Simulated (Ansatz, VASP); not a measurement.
**YZnC2N2: VASP beside Ansatz**

The input INCAR:

```
PREC = Accurate ; ENCUT = 600
EDIFF = 1E-6 ; ISMEAR = 0
SIGMA = 0.1 ; LREAL = F
LASPH = T ; NELM = 60
ALGO = Normal ; ISIF = 3
LWAVE = F ; LCHARG = F
GGA = PE ; IBRION = 2
NSW = 100 ; EDIFFG = -0.01
```

File KPOINTS:

```
Automatic mesh
0
Gamma
  12 12 4
```

The input POSCAR:

```
YZnC2N2
1.0
    3.1350652449     -1.6999914468      0.0000000000
    3.1350652449      1.6999914468      0.0000000000
   -0.0651076119      0.0000000000      9.4633582285
Y Zn C N
1 1 2 2
Direct
    0.5000000000      0.5000000000      0.5000000000
    0.0000000000      0.0000000000      0.0000000000
    0.9999885810      0.9999885810      0.1945667093
    0.0000114190      0.0000114190      0.8054332907
    0.0003686991      0.0003686991      0.3216767191
    0.9996313009      0.9996313009      0.6783232809
```

Input for Ansatz:

```yaml
crystal:
  lattice:
    - [3.1350652449, -1.6999914468, 0.0]
    - [3.1350652449, 1.6999914468, 0.0]
    - [-0.0651076119, 0.0, 9.4633582285]
  atoms:
    - { symbol: "Y", position: [0.5, 0.5, 0.5] }
    - { symbol: Zn, position: [0.0, 0.0, 0.0] }
    - { symbol: C, position: [0.999988581, 0.999988581, 0.1945667093] }
    - { symbol: C, position: [1.1419e-05, 1.1419e-05, 0.8054332907] }
    - { symbol: "N", position: [0.0003686991, 0.0003686991, 0.3216767191] }
    - { symbol: "N", position: [0.9996313009, 0.9996313009, 0.6783232809] }
basis:
  ecutwfc: 420
kpoints:
  mp_grid: { grid: [12, 12, 4] }
hamiltonian:
  xc: pbe
scf:
  occupations: { method: gaussian, width: 0.1 }
output:
  forces: true
  stress: true
  eigenvalues: true
  write_density: true
  write_potential: true
  elf: true
  volumetric_format: npy
relax:
  adjacent_minimum: "off"
  f_tol: 0.01
  max_steps: 80
  cell: { stress_tol: 0.05 }
```

Alike in both runs: task relaxation of cell and atoms; functional PBE; k mesh 12 × 12 × 4; occupations gaussian, width 0.1 eV; no spin polarisation.

|  | VASP | Ansatz |
| --- | --- | --- |
| version | VASP 6.6.1 | Ansatz 0.2.0 |
| potentials or method | VASP PAW PBE potentials, release 64 (Y_sv, Zn, C, N), cutoff 600 eV | scalar-relativistic, plane waves, PAW |
| valence electrons in the cell | 41 | 41 |

Ansatz gave:

```
gap on the k mesh at the Fermi level, each at its own relaxed structure (eV)  : none
relaxed volume (Å³/atom)                                                      : 16.87
relaxed length of the cell vector where the two differ most in proportion (Å) : 3.581
```

Task: What did VASP give for the same quantities?

Result: gap on the k mesh at the Fermi level, each at its own relaxed structure (eV): none; relaxed volume (Å³/atom): 16.80; relaxed length of the cell vector where the two differ most in proportion (Å): 3.567.

A gap of «none» marks a metal or a gap that the smearing closes.

Noted on VASP's run: the standard files for N, O and F lose accuracy on very short bonds.
